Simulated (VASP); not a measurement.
Wanted: the native input for a VASP 6.6.1 run.

```
Task                   : single point
Functional             : r2SCAN
Potentials or basis    : VASP PAW PBE potentials, release 64 (Pt)
Cutoff                 : 520 eV
k mesh                 : 18 × 18 × 10
Occupations            : gaussian, width 0.15 eV
Spin                   : no spin polarisation
Dipole correction      : no
Further INCAR settings : ALGO = Normal; EDIFF = 1e-06; NBANDS = 17
```

Pt:

```xyz
2
Lattice="2.6916 0.0000 0.0000 -1.3458 2.3310 0.0000 0.0000 0.0000 4.7921" Properties=species:S:1:pos:R:3 pbc="T T T"
Pt    1.3458    0.7770    3.5941
Pt    0.0000    1.5540    1.1980
```

This cell differs from its parent crystal: strain -0.025 along x and y, +0.000 along z.

These files were run (other wordings do the same):

POSCAR

```
Pt
1.0
    2.6916489754      0.0000000000      0.0000000000
   -1.3458244877      2.3310363908      0.0000000000
    0.0000000000      0.0000000000      4.7921340000
Pt
2
Direct
    0.6666666667      0.3333333333      0.7500000000
    0.3333333333      0.6666666667      0.2500000000
```

INCAR.step1

```
SYSTEM = Pt
ALGO     = Normal         ! electronic algorithm
EDIFF    = 1E-4           ! SCF threshold, eV
ENCUT    = 520            ! plane-wave cutoff, eV
GGA      = PE             ! functional
ISMEAR   = 0              ! smearing method
LASPH    = .True.         ! aspherical terms in the spheres
LCHARG   = .False.        ! write CHGCAR
LREAL    = .False.        ! projectors in reciprocal space
LWAVE    = .True.         ! write WAVECAR
NBANDS   = 17             ! bands
NELM     = 80             ! most SCF steps
PREC     = Accurate       ! precision mode
SIGMA    = 0.15           ! smearing width, eV
```

INCAR.step2

```
SYSTEM = Pt
ALGO     = Normal         ! electronic algorithm
EDIFF    = 1E-6           ! SCF threshold, eV
ENCUT    = 520            ! plane-wave cutoff, eV
ISIF     = 2              ! what is computed and relaxed
ISMEAR   = 0              ! smearing method
ISTART   = 1            
LASPH    = .True.         ! aspherical terms in the spheres
LCHARG   = .False.        ! write CHGCAR
LMIXTAU  = .True.       
LREAL    = .False.        ! projectors in reciprocal space
LWAVE    = .False.        ! write WAVECAR
METAGGA  = R2SCAN         ! meta-GGA
NBANDS   = 17             ! bands
NELM     = 80             ! most SCF steps
PREC     = Accurate       ! precision mode
SIGMA    = 0.15           ! smearing width, eV
```

KPOINTS

```
k-points
0
Gamma
  18 18 10
  0 0 0
```

Potentials or basis: VASP PAW PBE potentials, release 64 (Pt).

The run is started by

```sh
$ cat potpaw_PBE.64/Pt/POTCAR > POTCAR
$ cp INCAR.step1 INCAR
$ mpirun -np 1 vasp_std > vasp.out
$ cp INCAR.step2 INCAR
$ mpirun -np 1 vasp_std > vasp.out
```

Results of the run:

```
Pressure               : 8.8 GPa
Band gap on the k mesh : zero (bands 10 and 11 overlap by 1.56 eV)
```

Caveat: the cell differs from its parent crystal (strain -0.025 along x and y, +0.000 along z); the cell stands under pressure; the PAW data sets were made with another functional, which shifts forces and pressure a little; spin-orbit coupling is left out, which moves the levels of the heavy elements.

It took 2.7 min on 1 thread of Intel(R) Xeon(R) 6975P-C (Granite Rapids) (shared host), peak memory 0.22 GiB.
